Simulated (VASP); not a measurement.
A run of VASP 6.6.1 is set up as follows.

File INCAR:

```
SYSTEM = Ca3P2
PREC = Accurate
ENCUT = 520
EDIFF = 1E-7
ISMEAR = 0
SIGMA = 0.03
LREAL = .FALSE.
LASPH = .TRUE.
NELM = 100
ALGO = Fast
ISIF = 2
LWAVE = .FALSE.
LCHARG = .FALSE.
NBANDS = 28
```

Contents of KPOINTS:

```
Automatic mesh
0
G
  8 8 8
  0 0 0
```

Contents of POSCAR:

```
Ca3P2
1.0
    5.3825483682      0.6471685721      0.6471685721
    0.6471685721      5.3825483682      0.6471685721
    0.6471685721      0.6471685721      5.3825483682
Ca P
3 2
Direct
    0.0000000000      0.5000000000      0.5000000000
    0.5000000000      0.0000000000      0.5000000000
    0.5000000000      0.5000000000      0.0000000000
    0.0000000000      0.0000000000      0.0000000000
    0.5000000000      0.5000000000      0.5000000000
```

Potentials or basis: VASP PAW LDA potentials, release 64 (Ca_sv, P).

Run with:

```sh
$ cat potpaw_LDA.64/Ca_sv/POTCAR potpaw_LDA.64/P/POTCAR > POTCAR
$ mpirun -np 1 vasp_std > vasp.out
```

Problem. Estimate the pressure.

Solution. -2.6 GPa.

Problem. What does it give for the band gap on the k mesh?

Solution. Zero (bands 20 and 21 overlap by 0.12 eV).

Stress tensor (GPa, compression positive):
```
-2.62 -2.77 -2.77
-2.77 -2.62 -2.77
-2.77 -2.77 -2.62
```

Caveat: semilocal functionals underestimate gaps, and a narrow one can read as zero.
